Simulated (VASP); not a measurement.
# SiC (F-43m) in VASP: single point with PBE

Aim: the single point of SiC with PBE.

Everything below comes from runs of VASP 6.6.1. Logs are shortened: lines on timing, memory, paths and dates and some standing lists are left out, and cuts for length are marked.

## Step 1: The cell of the first run

Symmetry: F-43m, No. 216, cubic system. Conventional cell: a = 4.380 Å, b = 4.380 Å, c = 4.380 Å, α = 90.00°, β = 90.00°, γ = 90.00°. Within 2.5 Å of Si (site symmetry -43m) lie 4 C at 1.90 Å. Within 2.5 Å of C (site symmetry -43m) lie 4 Si at 1.90 Å.

## Step 2: Single point, PBE

Contents of INCAR:

```
ALGO = Normal
EDIFF = 1E-6
ENCUT = 600
GGA = PE
GGA_COMPAT = F
ISIF = 2
ISMEAR = 0
LASPH = T
LCHARG = T
LELF = T
LREAL = Auto
LVHAR = T
LWAVE = F
NBANDS = 86
NELM = 120
PREC = Accurate
SIGMA = 0.01
```

Contents of KPOINTS:

```
k-points
0
Gamma
  1 1 1
```

Contents of POSCAR:

```
SiC
1.0
   -4.3797049987      4.3797049987     -4.3797049987
    4.3797049987      4.3797049987      4.3797049987
    4.3797049987     -4.3797049987     -4.3797049987
Si C
16 16
Direct
    0.0000000000      0.0000000000      0.7500000000
    0.0000000000      0.2500000000      0.5000000000
    0.0000000000      0.5000000000      0.2500000000
    0.0000000000      0.7500000000      0.0000000000
    0.2500000000      0.0000000000      0.5000000000
    0.2500000000      0.2500000000      0.2500000000
    0.2500000000      0.5000000000      0.0000000000
    0.2500000000      0.7500000000      0.7500000000
    0.5000000000      0.0000000000      0.2500000000
    0.5000000000      0.2500000000      0.0000000000
    0.5000000000      0.5000000000      0.7500000000
    0.5000000000      0.7500000000      0.5000000000
    0.7500000000      0.0000000000      0.0000000000
    0.7500000000      0.2500000000      0.7500000000
    0.7500000000      0.5000000000      0.5000000000
    0.7500000000      0.7500000000      0.2500000000
    0.0000000000      0.0000000000      0.0000000000
    0.0000000000      0.2500000000      0.7500000000
    0.0000000000      0.5000000000      0.5000000000
    0.0000000000      0.7500000000      0.2500000000
    0.2500000000      0.0000000000      0.7500000000
    0.2500000000      0.2500000000      0.5000000000
    0.2500000000      0.5000000000      0.2500000000
    0.2500000000      0.7500000000      0.0000000000
    0.5000000000      0.0000000000      0.5000000000
    0.5000000000      0.2500000000      0.2500000000
    0.5000000000      0.5000000000      0.0000000000
    0.5000000000      0.7500000000      0.7500000000
    0.7500000000      0.0000000000      0.2500000000
    0.7500000000      0.2500000000      0.0000000000
    0.7500000000      0.5000000000      0.7500000000
    0.7500000000      0.7500000000      0.5000000000
```

Potentials or basis: VASP PAW PBE potentials, release 64 (Si, C).

On the command line:

```sh
> cat potpaw_PBE.64/Si/POTCAR potpaw_PBE.64/C/POTCAR > POTCAR
> mpirun -np 1 vasp_gam > vasp.out
```

OUTCAR:

```text
EDIFF = 1E-6
   ENCUT = 600
   GGA = PE
   ISIF = 2
   ISMEAR = 0
   LASPH = T
   LREAL = Auto
   NELM = 120
   PREC = Accurate

 ion  position               nearest neighbor table
   1  0.000  0.000  0.750-  17 1.90  18 1.90  21 1.90  32 1.90   8 3.10  13 3.10  14 3.10   2 3.10
                             4 3.10   5 3.10   6 3.10  16 3.10  10 3.10   7 3.10  15 3.10  12 3.10
   2  0.000  0.250  0.500-  18 1.90  19 1.90  22 1.90  29 1.90   7 3.10  14 3.10  15 3.10   1 3.10
                             3 3.10   5 3.10   6 3.10  13 3.10  11 3.10   8 3.10  16 3.10   9 3.10
   3  0.000  0.500  0.250-  19 1.90  20 1.90  23 1.90  30 1.90   8 3.10  15 3.10  16 3.10   2 3.10
                             4 3.10   6 3.10   7 3.10  14 3.10  12 3.10   5 3.10  13 3.10  10 3.10
   4  0.000  0.750  0.000-  17 1.90  20 1.90  24 1.90  31 1.90   8 3.10  13 3.10  16 3.10   1 3.10
                             3 3.10   5 3.10   7 3.10  15 3.10   9 3.10   6 3.10  14 3.10  11 3.10
   5  0.250  0.000  0.500-  20 1.90  21 1.90  22 1.90  25 1.90   9 3.10  10 3.10  12 3.10   1 3.10
                             2 3.10   6 3.10   8 3.10   4 3.10  14 3.10  11 3.10   3 3.10  16 3.10
   6  0.250  0.250  0.250-  17 1.90  22 1.90  23 1.90  26 1.90   9 3.10  10 3.10  11 3.10   2 3.10
                             3 3.10   5 3.10   7 3.10   1 3.10  15 3.10  12 3.10   4 3.10  13 3.10
   7  0.250  0.500  0.000-  18 1.90  23 1.90  24 1.90  27 1.90  10 3.10  11 3.10  12 3.10   3 3.10
                             4 3.10   6 3.10   8 3.10   2 3.10  16 3.10   9 3.10   1 3.10  14 3.10
   8  0.250  0.750  0.750-  19 1.90  21 1.90  24 1.90  28 1.90   9 3.10  11 3.10  12 3.10   1 3.10
                             4 3.10   5 3.10   7 3.10   3 3.10  13 3.10  10 3.10   2 3.10  15 3.10
   9  0.500  0.000  0.250-  24 1.90  25 1.90  26 1.90  29 1.90  13 3.10  14 3.10  16 3.10   5 3.10
                             6 3.10  10 3.10  12 3.10   8 3.10   2 3.10  15 3.10   7 3.10   4 3.10
  10  0.500  0.250  0.000-  21 1.90  26 1.90  27 1.90  30 1.90  13 3.10  14 3.10  15 3.10   6 3.10
                             7 3.10   9 3.10  11 3.10   5 3.10  16 3.10   3 3.10   8 3.10   1 3.10
  11  0.500  0.500  0.750-  22 1.90  27 1.90  28 1.90  31 1.90  14 3.10  15 3.10  16 3.10   7 3.10
                             8 3.10  10 3.10  12 3.10   6 3.10   4 3.10  13 3.10   5 3.10   2 3.10
  12  0.500  0.750  0.500-  23 1.90  25 1.90  28 1.90  32 1.90  13 3.10  15 3.10  16 3.10   5 3.10
                             8 3.10   9 3.10  11 3.10   7 3.10  14 3.10   1 3.10   6 3.10   3 3.10
  13  0.750  0.000  0.000-  17 1.90  28 1.90  29 1.90  30 1.90  10 3.10  14 3.10  16 3.10   1 3.10
                             2 3.10   4 3.10   9 3.10  12 3.10   6 3.10   3 3.10  11 3.10   8 3.10
  14  0.750  0.250  0.750-  18 1.90  25 1.90  30 1.90  31 1.90  11 3.10  13 3.10  15 3.10   1 3.10
                             2 3.10   3 3.10  10 3.10   9 3.10   7 3.10   4 3.10  12 3.10   5 3.10
  15  0.750  0.500  0.500-  19 1.90  26 1.90  31 1.90  32 1.90  12 3.10  14 3.10  16 3.10   2 3.10
                             3 3.10   4 3.10  11 3.10  10 3.10   8 3.10   1 3.10   9 3.10   6 3.10
  16  0.750  0.750  0.250-  20 1.90  27 1.90  29 1.90  32 1.90  12 3.10  13 3.10  15 3.10   1 3.10
                             3 3.10   4 3.10   9 3.10  11 3.10   5 3.10   2 3.10  10 3.10   7 3.10
  17  0.000  0.000  0.000-   1 1.90   4 1.90   6 1.90  13 1.90
  18  0.000  0.250  0.750-   1 1.90   2 1.90   7 1.90  14 1.90
  19  0.000  0.500  0.500-   2 1.90   3 1.90   8 1.90  15 1.90
  20  0.000  0.750  0.250-   3 1.90   4 1.90   5 1.90  16 1.90
  21  0.250  0.000  0.750-   1 1.90   5 1.90   8 1.90  10 1.90
  22  0.250  0.250  0.500-   2 1.90   5 1.90   6 1.90  11 1.90
[... 8 lines left out ...]
  31  0.750  0.500  0.750-   4 1.90  11 1.90  14 1.90  15 1.90
  32  0.750  0.750  0.500-   1 1.90  12 1.90  15 1.90  16 1.90

  LATTYP: Found a body centered cubic cell.
 ALAT       =     8.7594099974

  Lattice vectors:

 A1 = (  -4.3797049987,   4.3797049987,  -4.3797049987)
 A2 = (   4.3797049987,   4.3797049987,   4.3797049987)
 A3 = (   4.3797049987,  -4.3797049987,  -4.3797049987)

Analysis of symmetry for initial positions (statically):
=====================================================================
 Subroutine PRICEL returns following result:

  LATTYP: Found a face centered cubic cell.
 ALAT       =     4.3797049987

  Lattice vectors:

 A1 = (   2.1898524993,   0.0000000000,   2.1898524993)
 A2 = (  -0.0000000000,  -2.1898524993,   2.1898524994)
 A3 = (   2.1898524993,  -2.1898524993,  -0.0000000000)

  16 primitive cells build up your supercell.

 Routine SETGRP: Setting up the symmetry group for a
 body centered cubic supercell.

 Subroutine GETGRP returns: Found 24 space group operations
 (whereof 24 operations were pure point group operations)
 out of a pool of 48 trial point group operations.

The static configuration has the point symmetry T_d .

Analysis of symmetry for dynamics (positions and initial velocities):
=====================================================================
 Subroutine PRICEL returns following result:

  LATTYP: Found a face centered cubic cell.
 ALAT       =     4.3797049987

  Lattice vectors:

 A1 = (   2.1898524993,   0.0000000000,   2.1898524993)
 A2 = (  -0.0000000000,  -2.1898524993,   2.1898524994)
 A3 = (   2.1898524993,  -2.1898524993,  -0.0000000000)

  16 primitive cells build up your supercell.

 Routine SETGRP: Setting up the symmetry group for a
 body centered cubic supercell.

 Subroutine GETGRP returns: Found 24 space group operations
 (whereof 24 operations were pure point group operations)
 out of a pool of 48 trial point group operations.

The dynamic configuration has the point symmetry T_d .

 Subroutine INISYM returns: Found 24 space group operations
 (whereof 24 operations are pure point group operations),
 and found    16 'primitive' translations

----------------------------------------------------------------------------------------

                                     Primitive cell

  volume of cell :      21.0027

  direct lattice vectors                    reciprocal lattice vectors
     2.189852499  0.000000000  2.189852499     0.228325880  0.228325880  0.228325880
    -0.000000000 -2.189852499  2.189852499    -0.228325880 -0.228325880  0.228325880
     2.189852499 -2.189852499 -0.000000000     0.228325880 -0.228325880 -0.228325880

  length of vectors
     3.096919104  3.096919104  3.096919104     0.395472026  0.395472026  0.395472026

  position of ions in fractional coordinates (direct lattice)
     0.250000000  0.250000000  0.250000000
     0.000000000  0.000000000  0.000000000

  ion indices of the primitive-cell ions
   primitive index   ion index
                 1           1
                 2          17

----------------------------------------------------------------------------------------

 KPOINTS: k-points

Automatic generation of k-mesh.
 Grid dimensions read from file:
 generate k-points for:    1    1    1

 Generating k-lattice:

  Cartesian coordinates                     Fractional coordinates (reciprocal lattice)
     0.000000000  0.114162940 -0.114162940     1.000000000  0.000000000  0.000000000
     0.114162940  0.114162940  0.000000000     0.000000000  1.000000000  0.000000000
     0.114162940  0.000000000 -0.114162940     0.000000000  0.000000000  1.000000000

  Length of vectors
     0.161450778  0.161450778  0.161450778

  Shift w.r.t. Gamma in fractional coordinates (k-lattice)
     0.000000000  0.000000000  0.000000000

 Subroutine IBZKPT returns following result:
 ===========================================

 Found      1 irreducible k-points:

 Following reciprocal coordinates:
            Coordinates               Weight
  0.000000  0.000000  0.000000      1.000000
   k-points           NKPTS =      1   k-points in BZ     NKDIM =      1   number of bands    NBANDS=     86
   number of dos      NEDOS =    301   number of ions     NIONS =     32
   total plane-waves  NPLWV = 262144
   dimension x,y,z NGX =    64 NGY =   64 NGZ =   64
   dimension x,y,z NGXF=   128 NGYF=  128 NGZF=  128
   ions per type =              16  16
   NGX,Y,Z   is equivalent  to a cutoff of  14.03, 14.03, 14.03 a.u.
   NGXF,Y,Z  is equivalent  to a cutoff of  28.05, 28.05, 28.05 a.u.
 SYSTEM =  unknown system
   PREC   = accura    normal or accurate (medium, high low for compatibility)
   ISTART =      0    job   : 0-new  1-cont  2-samecut
   ICHARG =      2    charge: 1-file 2-atom 10-const
   ISPIN  =      1    spin polarized calculation?
   LNONCOLLINEAR =      F non collinear calculations
   LSORBIT =      F    spin-orbit coupling
   LASPH  =      T    aspherical Exc in radial PAW
   ENCUT  =  600.0 eV  44.10 Ry    6.64 a.u.  15.15 15.15 15.15*2*pi/ulx,y,z
   NELM   =    120;   NELMIN=  2; NELMDL= -5     # of ELM steps
   EDIFF  = 0.1E-05   stopping-criterion for ELM
   LREAL  =      T    real-space projection
   EDIFFG = 0.1E-04   stopping-criterion for IOM
   NSW    =      0    number of steps for IOM
   IBRION =     -1    ionic relax: 0-MD 1-quasi-New 2-CG
   NFREE  =      0    steps in history (QN), initial steepest desc. (CG)
   ISIF   =      2    stress and relaxation
   ISYM   =      2    0-nonsym 1-usesym 2-fastsym
   POTIM  = 0.5000    time-step for ionic-motion
   TEBEG  =    0.0;   TEEND  =   0.0 temperature during run
   PSTRESS=    0.0 pullay stress
   NELECT =     128.0000    total number of electrons
   NUPDOWN=      -1.0000    fix difference up-down
   EMIN   =  10.00;   EMAX   =-10.00  energy-range for DOS
   EFERMI =   0.00;   METHOD = LEGACY
   ISMEAR =     0;   SIGMA  =   0.01  broadening in eV -4-tet -1-fermi 0-gaus
   EFERMI_NEDOS =   21; number of points for ismear=-14 and -15
   IALGO  =     38    algorithm
   IMIX   =      4    mixing-type and parameters
     AMIX     =   0.40;   BMIX     =  1.00
     AMIX_MAG =   1.60;   BMIX_MAG =  1.00
  volume/ion in A,a.u.               =      10.50        70.87
  Fermi-wavevector in a.u.,A,eV,Ry     =   1.186716  2.242567 19.161000  1.408294
  Thomas-Fermi vector in A             =   2.322882
   LORBIT       =      0    0 simple, 1 ext, 2 COOP (PROOUT), +10 PAW based schemes
   GGA     = PE    functional components
   LHFCALC =     F    Hartree Fock is set to
   AEXX    =    0.0000 exact exchange contribution
   IVDW    =     0    specifies the selected vdW correction
   LEPSILON=     F    determine dielectric tensor
   LRPA    =     F    only Hartree local field effects (RPA)
 non-spin polarized calculation
 Gauss-broadening in eV      SIGMA  =   0.01
  energy-cutoff  :      600.00
  volume of cell :      336.04
 maximum number of plane-waves:      5649
 NGX is ok and might be reduce to    64
   NGX = 31   NGY = 31   NGZ = 31

 number of electron     128.0000003 magnetization

 Free energy of the ion-electron system (eV)
  ---------------------------------------------------
  ext. energy  EPLUGINS =         0.00000000
  ---------------------------------------------------
  free energy    TOTEN  =      -237.00104066 eV

  energy without entropy =     -237.00104066  energy(sigma->0) =     -237.00104066

 E-fermi :   8.0948     XC(G=0): -11.2620

 val. band max:        8.0394325886   @ k =   0.0000   0.0000   0.0000
 cond. band min:       9.3365777419   @ k =   0.0000   0.0000   0.0000
 fundamental gap:      1.2971451533
 Fermi energy:         8.0947919745

 k-point     1 :       0.0000    0.0000    0.0000
  band No.  band energies     occupation
      1      -7.2902      2.00000
      2      -4.2941      2.00000
      3      -4.2941      2.00000
      4      -4.2941      2.00000
      5      -4.2941      2.00000
      6      -4.2941      2.00000
[... 68 lines left out ...]
     75      13.4487      0.00000
     76      13.4487      0.00000
 [bands above 76 left out]

------------------------ aborting loop because EDIFF is reached ----------------------------------------

  FORCE on cell =-STRESS in cart. coord.  units (eV):
  Direction    XX          YY          ZZ          XY          YZ          ZX
  --------------------------------------------------------------------------------------
  -------------------------------------------------------------------------------------
  Total        2.7815293      2.7815293      2.7815293      0.0000000      0.0000000     -0.0000000
  in kB       13.2617140     13.2617140     13.2617140      0.0000000      0.0000000     -0.0000000
  external PRESSURE =      13.2617140 kB  Pullay stress =       0.0000000 kB

 VOLUME and BASIS-vectors are now :
 -----------------------------------------------------------------------------
  energy-cutoff  :      600.00
  volume of cell :      336.04
      direct lattice vectors                 reciprocal lattice vectors
    -4.379704999  4.379704999 -4.379704999     0.000000000  0.114162940 -0.114162940
     4.379704999  4.379704999  4.379704999     0.114162940  0.114162940  0.000000000
     4.379704999 -4.379704999 -4.379704999     0.114162940  0.000000000 -0.114162940

 POSITION                                       TOTAL-FORCE (eV/Angst)
 -----------------------------------------------------------------------------------
      3.28478     -3.28478     -3.28478         0.000000      0.000000      0.000000
      3.28478     -1.09493     -1.09493         0.000000     -0.000000     -0.000000
      3.28478      1.09493      1.09493         0.000000     -0.000000      0.000000
      3.28478      3.28478      3.28478         0.000000      0.000000     -0.000000
      1.09493     -1.09493     -3.28478         0.000000     -0.000000      0.000000
      1.09493      1.09493     -1.09493        -0.000000      0.000000     -0.000000
[... 24 lines left out ...]
      2.18985      2.18985     -4.37970        -0.000000     -0.000000     -0.000000
      2.18985      4.37970     -2.18985        -0.000000      0.000000      0.000000
 -----------------------------------------------------------------------------------
    total drift:                               -0.000002     -0.000002      0.000002

  FREE ENERGIE OF THE ION-ELECTRON SYSTEM (eV)
  ---------------------------------------------------
  free  energy   TOTEN  =      -237.0010406557 eV

  energy  without entropy=     -237.0010406557  energy(sigma->0) =     -237.00104066
```

It took 3.3 min on 1 thread of Intel Xeon 8259CL, shared host; peak memory 0.51 GiB.

Results:

* Free energy: -237.0010 eV
* Pressure: 1.3 GPa
* Band gap on the k mesh: 1.30 eV

Caveat: the k points lie up to 1.01 Å⁻¹ apart; an odd mesh through Γ misses points on the zone boundary, where band edges can lie.
